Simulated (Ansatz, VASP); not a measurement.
One calculation of AlAs, two programs

```
CELL_PARAMETERS angstrom
0.00000 2.83730 2.83730
2.83730 0.00000 2.83730
2.83730 2.83730 0.00000
ATOMIC_POSITIONS crystal
Al 0.00000 0.00000 0.00000
As 0.25000 0.25000 0.25000
```

Alike in both runs: task single point; functional PBEsol; k mesh 8 × 8 × 8; occupations gaussian, width 0.02 eV; no spin polarisation.

```csv
,VASP,Ansatz
version,VASP 6.6.1,Ansatz 0.2.0
potentials or method,"VASP PAW PBE potentials, release 64 (Al, As), cutoff 500 eV","scalar-relativistic, plane waves, PAW"
valence electrons in the cell,8,18
```

Ansatz gave:

```
gap on the k mesh at the Fermi level (eV) : 1.34
least direct gap on the mesh (eV)         : 1.91
pressure (GPa)                            : 0.0
```

**Question.** Which values does VASP return?

**Answer.** gap on the k mesh at the Fermi level (eV): 1.33; least direct gap on the mesh (eV): 1.92; pressure (GPa): 0.3.

VASP's potentials were made for PBE, not for PBEsol. The functional is the same, so the differences come from potentials, cutoffs and numerics. VASP's potentials hold 8 valence electrons a cell and Ansatz's 18, so a difference there can come from the potentials and not from the codes.
